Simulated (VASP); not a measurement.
# LiF in VASP: a series of runs

LiF is run at these levels: PBE, r2SCAN; tasks: single point.

All numbers are computed with VASP 6.6.1; they aren't measurements. Logs are shortened: lines on timing, memory, paths and dates and some standing lists are left out, and cuts for length are marked.

## Step 1: The cell of the first run

The structure is tetragonal, space group P4/mmm (No. 123). The conventional cell has a = 2.607 Å, b = 2.607 Å, c = 2.516 Å, α = 90.00°, β = 90.00°, γ = 90.00°. Within 3.0 Å of Li (site symmetry 4/mmm) lie 8 F at 2.23 Å and 6 Li at 2.52 to 2.61 Å. F (site symmetry 4/mmm) has 8 Li at 2.23 Å and 6 F at 2.52 to 2.61 Å within 3.0 Å.

## Step 2: Single point, PBE (biaxial xy strain +3.6%)

INCAR reads:

```
SYSTEM = LiF
PREC = Accurate ; ENCUT = 520
EDIFF = 1E-7 ; ISMEAR = -1
SIGMA = 0.02 ; LREAL = .False.
LASPH = .True. ; NELM = 100
ALGO = Normal ; ISIF = 2
LWAVE = .False. ; LCHARG = .False.
GGA = PE ; NBANDS = 12
```

KPOINTS reads:

```
regular mesh
0
Gamma
  10 10 10
  0 0 0
```

POSCAR reads:

```
LiF
1.0
    2.6068437484      0.0000000000      0.0000000000
    0.0000000000      2.6068437484      0.0000000000
    0.0000000000      0.0000000000      2.5162584444
Li F
1 1
Direct
    0.0000000000      0.0000000000      0.0000000000
    0.5000000000      0.5000000000      0.5000000000
```

Potentials or basis: VASP PAW PBE potentials, release 64 (Li_sv, F).

On the command line:

```bash
$ cat potpaw_PBE.64/Li_sv/POTCAR potpaw_PBE.64/F/POTCAR > POTCAR
$ mpirun -np 1 vasp_std > vasp.out
```

OUTCAR:

```text
SYSTEM = LiF
   PREC = Accurate
   ENCUT = 520
   EDIFF = 1E-7
   ISMEAR = -1
   LREAL = .False.
   LASPH = .True.
   NELM = 100
   ISIF = 2
   GGA = PE

 ion  position               nearest neighbor table
   1  0.000  0.000  0.000-   2 2.23   2 2.23   2 2.23   2 2.23   2 2.23   2 2.23   2 2.23   2 2.23

   2  0.500  0.500  0.500-   1 2.23   1 2.23   1 2.23   1 2.23   1 2.23   1 2.23   1 2.23   1 2.23

  LATTYP: Found a simple tetragonal cell.
 ALAT       =     2.6068437484
 C/A-ratio  =     0.9652509653

  Lattice vectors:

 A1 = (   2.6068437484,   0.0000000000,   0.0000000000)
 A2 = (   0.0000000000,   2.6068437484,   0.0000000000)
 A3 = (   0.0000000000,   0.0000000000,   2.5162584444)

Analysis of symmetry for initial positions (statically):
=====================================================================
 Subroutine PRICEL returns:
 Original cell was already a primitive cell.

 Routine SETGRP: Setting up the symmetry group for a
 simple tetragonal supercell.

 Subroutine GETGRP returns: Found 16 space group operations
 (whereof 16 operations were pure point group operations)
 out of a pool of 16 trial point group operations.

The static configuration has the point symmetry D_4h.

Analysis of symmetry for dynamics (positions and initial velocities):
=====================================================================
 Subroutine PRICEL returns:
 Original cell was already a primitive cell.

 Routine SETGRP: Setting up the symmetry group for a
 simple tetragonal supercell.

 Subroutine GETGRP returns: Found 16 space group operations
 (whereof 16 operations were pure point group operations)
 out of a pool of 16 trial point group operations.

The dynamic configuration has the point symmetry D_4h.

 Subroutine INISYM returns: Found 16 space group operations
 (whereof 16 operations are pure point group operations),
 and found     1 'primitive' translations

----------------------------------------------------------------------------------------

                                     Primitive cell

  volume of cell :      17.0996

  direct lattice vectors                    reciprocal lattice vectors
     2.606843748  0.000000000  0.000000000     0.383605654  0.000000000  0.000000000
     0.000000000  2.606843748  0.000000000     0.000000000  0.383605654  0.000000000
     0.000000000  0.000000000  2.516258444     0.000000000  0.000000000  0.397415457

  length of vectors
     2.606843748  2.606843748  2.516258444     0.383605654  0.383605654  0.397415457

  position of ions in fractional coordinates (direct lattice)
     0.000000000  0.000000000  0.000000000
     0.500000000  0.500000000  0.500000000

  ion indices of the primitive-cell ions
   primitive index   ion index
                 1           1
                 2           2

----------------------------------------------------------------------------------------

 KPOINTS: regular mesh

Automatic generation of k-mesh.
 Grid dimensions read from file:
 generate k-points for:   10   10   10

 Generating k-lattice:

  Cartesian coordinates                     Fractional coordinates (reciprocal lattice)
     0.038360565  0.000000000  0.000000000     0.100000000  0.000000000  0.000000000
     0.000000000  0.038360565  0.000000000     0.000000000  0.100000000  0.000000000
     0.000000000  0.000000000  0.039741546     0.000000000  0.000000000  0.100000000

  Length of vectors
     0.038360565  0.038360565  0.039741546

  Shift w.r.t. Gamma in fractional coordinates (k-lattice)
     0.000000000  0.000000000  0.000000000

 Subroutine IBZKPT returns following result:
 ===========================================

 Found    126 irreducible k-points:

 Following reciprocal coordinates:
            Coordinates               Weight
  0.000000  0.000000  0.000000      1.000000
  0.100000  0.000000  0.000000      4.000000
  0.200000  0.000000  0.000000      4.000000
  0.300000  0.000000  0.000000      4.000000
  0.400000  0.000000  0.000000      4.000000
  0.500000  0.000000  0.000000      2.000000
[... 16 lines left out ...]
  0.100000  0.000000  0.100000      8.000000
  0.200000  0.000000  0.100000      8.000000
 [... further k-points ...]
   k-points           NKPTS =    126   k-points in BZ     NKDIM =    126   number of bands    NBANDS=     12
   number of dos      NEDOS =    301   number of ions     NIONS =      2
   total plane-waves  NPLWV =   8000
   dimension x,y,z NGX =    20 NGY =   20 NGZ =   20
   dimension x,y,z NGXF=    40 NGYF=   40 NGZF=   40
   ions per type =               1   1
   NGX,Y,Z   is equivalent  to a cutoff of  12.75, 12.75, 13.21 a.u.
   NGXF,Y,Z  is equivalent  to a cutoff of  25.51, 25.51, 26.43 a.u.
 SYSTEM =  LiF
   PREC   = accura    normal or accurate (medium, high low for compatibility)
   ISTART =      0    job   : 0-new  1-cont  2-samecut
   ICHARG =      2    charge: 1-file 2-atom 10-const
   ISPIN  =      1    spin polarized calculation?
[... 66 lines left out ...]
      3      -0.8212      2.00000
      4      -0.8212      2.00000
      5      -0.4482      2.00000
      6       7.2874      0.00000
      7      18.2301      0.00000
      8      19.1290      0.00000
      9      20.2756      0.00000
     10      20.2756      0.00000
     11      21.2821      0.00000
     12      36.9425      0.00000

 k-point     2 :       0.1000    0.0000    0.0000
  band No.  band energies     occupation
      1     -42.9478      2.00000
      2     -20.7287      2.00000
      3      -1.1525      2.00000
      4      -0.7866      2.00000
      5      -0.4180      2.00000
      6       7.5349      0.00000
      7      16.9639      0.00000
      8      19.1453      0.00000
      9      20.2134      0.00000
     10      21.2495      0.00000
     11      22.2900      0.00000
     12      35.7233      0.00000

 k-point     3 :       0.2000    0.0000    0.0000
  band No.  band energies     occupation
      1     -42.9381      2.00000
      2     -20.6304      2.00000
      3      -1.9343      2.00000
      4      -0.6946      2.00000
      5      -0.3378      2.00000
      6       8.0841      0.00000
      7      15.4180      0.00000
      8      19.7840      0.00000
      9      20.0362      0.00000
     10      21.1515      0.00000
     11      25.4758      0.00000
     12      33.0297      0.00000

 k-point     4 :       0.3000    0.0000    0.0000
  band No.  band energies     occupation
      1     -42.9261      2.00000
      2     -20.5052      2.00000
      3      -2.7830      2.00000
      4      -0.5782      2.00000
      5      -0.2367      2.00000
      6       8.6054      0.00000
      7      14.3391      0.00000
      8      19.7878      0.00000
      9      20.8792      0.00000
     10      21.0034      0.00000
     11      29.0633      0.00000
     12      29.8619      0.00000

 k-point     5 :       0.4000    0.0000    0.0000
  band No.  band energies     occupation
      1     -42.9163      2.00000
      2     -20.4005      2.00000
      3      -3.4049      2.00000
      4      -0.4817      2.00000
      5      -0.1533      2.00000
      6       8.9237      0.00000
      7      13.7468      0.00000
      8      19.5651      0.00000
      9      20.8620      0.00000
     10      22.4058      0.00000
     11      26.8769      0.00000
     12      32.2106      0.00000
[... 228 lines left out ...]
      1     -42.8797      2.00000
      2     -19.8910      2.00000
      3      -3.2574      2.00000
      4      -3.2574      2.00000
      5       0.1129      2.00000
      6      12.9723      0.00000
      7      13.4335      0.00000
      8      13.4335      0.00000
      9      19.5139      0.00000
     10      24.0957      0.00000
     11      29.2856      0.00000
     12      29.2856      0.00000

 k-point    22 :       0.0000    0.0000    0.1000
  band No.  band energies     occupation
      1     -42.9466      2.00000
      2     -20.7184      2.00000
      3      -0.8247      2.00000
      4      -0.7805      2.00000
      5      -0.7805      2.00000
      6       7.5245      0.00000
      7      17.6400      0.00000
      8      18.4664      0.00000
      9      20.2546      0.00000
     10      20.2546      0.00000
     11      23.3533      0.00000
     12      36.5828      0.00000

 k-point    23 :       0.1000    0.0000    0.1000
  band No.  band energies     occupation
      1     -42.9429      2.00000
      2     -20.6813      2.00000
      3      -1.1157      2.00000
      4      -0.7878      2.00000
      5      -0.7468      2.00000
      6       7.7812      0.00000
      7      16.9284      0.00000
      8      17.9571      0.00000
      9      20.2166      0.00000
     10      21.7273      0.00000
     11      23.7786      0.00000
     12      34.1620      0.00000

 k-point    24 :       0.2000    0.0000    0.1000
  band No.  band energies     occupation
      1     -42.9334      2.00000
      2     -20.5822      2.00000
      3      -1.8930      2.00000
      4      -0.7066      2.00000
      5      -0.6574      2.00000
      6       8.3591      0.00000
      7      15.4220      0.00000
      8      18.2434      0.00000
      9      20.1019      0.00000
     10      22.7008      0.00000
     11      26.0187      0.00000
     12      31.5493      0.00000

 [... further k-points ...]
[... 5 lines left out ...]
  --------------------------------------------------------------------------------------
  -------------------------------------------------------------------------------------
  Total       -0.5202912     -0.5202912      0.5182348      0.0000000     -0.0000000      0.0000000
  in kB      -48.7496825    -48.7496825     48.5570057      0.0000000     -0.0000000      0.0000000
  external PRESSURE =     -16.3141197 kB  Pullay stress =       0.0000000 kB

 VOLUME and BASIS-vectors are now :
 -----------------------------------------------------------------------------
  energy-cutoff  :      520.00
  volume of cell :       17.10
      direct lattice vectors                 reciprocal lattice vectors
     2.606843748  0.000000000  0.000000000     0.383605654  0.000000000  0.000000000
     0.000000000  2.606843748  0.000000000     0.000000000  0.383605654  0.000000000
     0.000000000  0.000000000  2.516258444     0.000000000  0.000000000  0.397415457

 POSITION                                       TOTAL-FORCE (eV/Angst)
 -----------------------------------------------------------------------------------
      0.00000      0.00000      0.00000         0.000000      0.000000      0.000000
      1.30342      1.30342      1.25813         0.000000      0.000000      0.000000
 -----------------------------------------------------------------------------------
    total drift:                                0.000000      0.000000      0.000000

  FREE ENERGIE OF THE ION-ELECTRON SYSTEM (eV)
  ---------------------------------------------------
  free  energy   TOTEN  =        -9.0351530710 eV

  energy  without entropy=       -9.0351530710  energy(sigma->0) =       -9.03515307
```

Wall time 13 s (1 thread of AMD EPYC 7R13 (Zen 3), shared host); peak memory 0.1 GiB.

Results:

```yaml
Free_energy: -9.0352 eV
Band_gap_on_the_k_mesh: 7.17 eV, indirect (least direct gap 7.74 eV)
```

Caveat: the cell differs from its parent crystal (biaxial xy strain +3.6%); the cutoff is under 1.25 times the usual one of these potentials, so pressure, stress and relaxed cells hold a basis-set (Pulay) error. A k mesh can miss the band edges.

## Step 3: Single point, r2SCAN (strain along [111] +1.9%)

POSCAR reads:

```
LiF
1.0
    2.5318592468      0.0156008024      0.0156008024
    0.0156008024      2.5318592468      0.0156008024
    0.0156008024      0.0156008024      2.5318592468
Li F
1 1
Direct
    0.0000000000      0.0000000000      0.0000000000
    0.5000000000      0.5000000000      0.5000000000
```

INCAR.step1 reads:

```
PREC = Accurate ; ENCUT = 520
ISMEAR = 0 ; SIGMA = 0.01
LREAL = F ; LASPH = T
NELM = 80 ; NBANDS = 12
GGA = PE ; ALGO = Normal
EDIFF = 1E-4 ; LWAVE = T
LCHARG = F
```

INCAR.step2 reads:

```
PREC = Accurate ; ENCUT = 520
EDIFF = 1E-6 ; ISMEAR = 0
SIGMA = 0.01 ; LREAL = F
LASPH = T ; NELM = 80
ALGO = Normal ; ISIF = 2
LWAVE = F ; LCHARG = F
METAGGA = R2SCAN ; LMIXTAU = T
NBANDS = 12 ; ISTART = 1
```

KPOINTS reads:

```
Automatic mesh
0
Gamma
  10 10 10
```

Potentials or basis: VASP PAW PBE potentials, release 64 (Li_sv, F).

On the command line:

```bash
$ cat potpaw_PBE.64/Li_sv/POTCAR potpaw_PBE.64/F/POTCAR > POTCAR
$ cp INCAR.step1 INCAR
$ mpirun -np 1 vasp_std > vasp.out
$ cp INCAR.step2 INCAR
$ mpirun -np 1 vasp_std > vasp.out
```

Run time: 55 s. Hardware: 1 thread of AMD EPYC 7R13 (Zen 3), shared host; peak memory 0.1 GiB.

Results (log left out):

* Free energy: -11.2716 eV
* Band gap on the k mesh: 8.94 eV, indirect (least direct gap 9.61 eV)

Levels at points of the mesh, in eV from the valence-band top:
```
           k point  band 3  band 4  band 5  band 6  band 7  band 8
(0.00, 0.00, 0.00)   -0.74   -0.74   -0.66    8.94   20.10   20.10
(0.50, 0.00, 0.00)   -3.81   -0.32   -0.28   10.33   15.75   22.18
(0.50, 0.50, 0.00)   -3.44   -3.39    0.00   14.83   15.03   15.27
(0.50, 0.50, 0.50)   -2.43   -2.38   -2.38   12.07   12.39   12.39
```

Caveat: the cell differs from its parent crystal (strain along [111] +1.9%); the cutoff is under 1.25 times the usual one of these potentials, so pressure, stress and relaxed cells hold a basis-set (Pulay) error; the PAW data sets were made with another functional, which shifts forces and pressure a little.

## Step 4: Single point, r2SCAN (uniaxial x strain +2.9%)

POSCAR reads:

```
LiF
1.0
    2.5879718101      0.0000000000      0.0000000000
    0.0000000000      2.5162584444      0.0000000000
    0.0000000000      0.0000000000      2.5162584444
Li F
1 1
Direct
    0.0000000000      0.0000000000      0.0000000000
    0.5000000000      0.5000000000      0.5000000000
```

INCAR.step1 reads:

```
ALGO = Normal
EDIFF = 1E-4
ENCUT = 520
GGA = PE
ISMEAR = 0
LASPH = T
LCHARG = F
LREAL = F
LWAVE = T
NBANDS = 12
NELM = 100
PREC = Accurate
SIGMA = 0.01
```

INCAR.step2 reads:

```
ALGO = Normal
EDIFF = 1E-6
ENCUT = 520
ISIF = 2
ISMEAR = 0
ISTART = 1
LASPH = T
LCHARG = F
LMIXTAU = T
LREAL = F
LWAVE = F
METAGGA = R2SCAN
NBANDS = 12
NELM = 100
PREC = Accurate
SIGMA = 0.01
```

KPOINTS reads:

```
k-points
0
Gamma
  10 10 10
```

On the command line:

```bash
$ cat potpaw_PBE.64/Li_sv/POTCAR potpaw_PBE.64/F/POTCAR > POTCAR
$ cp INCAR.step1 INCAR
$ mpirun -np 1 vasp_std > vasp.out
$ cp INCAR.step2 INCAR
$ mpirun -np 1 vasp_std > vasp.out
```

It took 58 s on 1 thread of AMD EPYC 7R13 (Zen 3), shared host; peak memory 0.1 GiB.

Results (log left out):

```yaml
Free_energy: -11.2600 eV
Band_gap_on_the_k_mesh: 8.75 eV, indirect (least direct gap 9.43 eV)
```

Levels at points of the mesh, in eV from the valence-band top:
| k point | band 1 | band 2 | band 3 | band 4 | band 5 | band 6 | band 7 | band 8 | band 9 | band 10 |
| --- | --- | --- | --- | --- | --- | --- | --- | --- | --- | --- |
| (0.00, 0.00, 0.00) | -44.08 | -22.11 | -0.98 | -0.67 | -0.67 | 8.75 | 19.62 | 20.33 | 22.34 | 23.18 |
| (0.50, 0.00, 0.00) | -44.04 | -21.70 | -3.84 | -0.31 | -0.31 | 10.34 | 15.27 | 22.24 | 22.24 | 25.82 |
| (0.00, 0.50, 0.00) | -44.03 | -21.60 | -3.84 | -0.52 | -0.26 | 10.12 | 15.67 | 21.43 | 22.58 | 25.58 |
| (0.50, 0.50, 0.00) | -44.00 | -21.12 | -3.51 | -3.41 | 0.00 | 14.59 | 14.75 | 15.24 | 20.93 | 26.53 |
| (0.00, 0.50, 0.50) | -43.99 | -21.03 | -3.39 | -3.39 | -0.19 | 14.82 | 14.96 | 14.96 | 20.40 | 25.81 |
| (0.50, 0.50, 0.50) | -43.96 | -20.63 | -2.48 | -2.48 | -2.36 | 12.10 | 12.10 | 12.34 | 25.39 | 26.11 |

Caveat: the cell differs from its parent crystal (uniaxial x strain +2.9%); the cutoff is under 1.25 times the usual one of these potentials, so pressure, stress and relaxed cells hold a basis-set (Pulay) error; the PAW data sets were made with another functional, which shifts forces and pressure a little.

## Step 5: Single point, r2SCAN (biaxial xy strain +3.6%)

POSCAR reads:

```
LiF
1.0
    2.6068437484      0.0000000000      0.0000000000
    0.0000000000      2.6068437484      0.0000000000
    0.0000000000      0.0000000000      2.5162584444
Li F
1 1
Direct
    0.0000000000      0.0000000000      0.0000000000
    0.5000000000      0.5000000000      0.5000000000
```

INCAR.step1 reads:

```
PREC = Accurate
ENCUT = 520
ISMEAR = 0
SIGMA = 0.01
LREAL = F
LASPH = T
NELM = 60
NBANDS = 12
GGA = PE
ALGO = Normal
EDIFF = 1E-4
LWAVE = T
LCHARG = F
```

INCAR.step2 reads:

```
PREC = Accurate
ENCUT = 520
EDIFF = 1E-7
ISMEAR = 0
SIGMA = 0.01
LREAL = F
LASPH = T
NELM = 60
ALGO = Normal
ISIF = 2
LWAVE = F
LCHARG = F
METAGGA = R2SCAN
LMIXTAU = T
NBANDS = 12
ISTART = 1
```

KPOINTS reads:

```
regular mesh
0
Gamma
  10 10 10
```

On the command line:

```bash
$ cat potpaw_PBE.64/Li_sv/POTCAR potpaw_PBE.64/F/POTCAR > POTCAR
$ cp INCAR.step1 INCAR
$ mpirun -np 1 vasp_std > vasp.out
$ cp INCAR.step2 INCAR
$ mpirun -np 1 vasp_std > vasp.out
```

It took 68 s on 1 thread of AMD EPYC 7R13 (Zen 3), shared host; peak memory 0.1 GiB.

It converged, with:

| Item | Value |
| --- | --- |
| Free energy | -11.2363 eV |
| Band gap on the k mesh | 8.26 eV, indirect (least direct gap 8.83 eV) |

Levels at points of the mesh, in eV from the valence-band top:
| k point | band 3 | band 4 | band 5 | band 6 | band 7 | band 8 |
| --- | --- | --- | --- | --- | --- | --- |
| (0.00, 0.00, 0.00) | -0.95 | -0.95 | -0.57 | 8.26 | 19.15 | 20.07 |
| (0.50, 0.00, 0.00) | -3.74 | -0.57 | -0.24 | 9.93 | 14.74 | 20.93 |
| (0.50, 0.50, 0.00) | -3.39 | -3.39 | 0.00 | 14.05 | 14.53 | 14.53 |
| (0.00, 0.00, 0.50) | -3.75 | -0.50 | -0.50 | 9.70 | 15.24 | 21.36 |
| (0.50, 0.00, 0.50) | -3.37 | -3.25 | -0.24 | 14.23 | 14.35 | 14.81 |
| (0.50, 0.50, 0.50) | -2.49 | -2.35 | -2.35 | 11.75 | 12.06 | 12.06 |

Caveat: the cell differs from its parent crystal (biaxial xy strain +3.6%); the cutoff is under 1.25 times the usual one of these potentials, so pressure, stress and relaxed cells hold a basis-set (Pulay) error; the PAW data sets were made with another functional, which shifts forces and pressure a little. A k mesh can miss the band edges.

## Step 6: Overview

```csv
level,cell,smearing,gap on the mesh (eV)
PBE,"a = 2.607, b = 2.607, c = 2.516 Å, 2 atoms",fermi-dirac 0.02 eV,7.17
r2SCAN,"a = 2.532 Å, angles 89.3°, 2 atoms",gaussian 0.01 eV,8.94
r2SCAN,"a = 2.588, b = 2.516, c = 2.516 Å, 2 atoms",gaussian 0.01 eV,8.75
r2SCAN,"a = 2.607, b = 2.607, c = 2.516 Å, 2 atoms",gaussian 0.01 eV,8.26
```

Alike in all rows: task single point; potentials or basis VASP PAW PBE potentials, release 64 (Li_sv, F); no spin polarisation; k mesh 10 × 10 × 10; cutoff (eV) 520.

Caveats: the cutoff is under 1.25 times the usual one of these potentials, so pressure, stress and relaxed cells hold a basis-set (Pulay) error; the PAW data sets were made with another functional, which shifts forces and pressure a little (some runs).

Absolute energies hang on the potentials; compare differences alone.
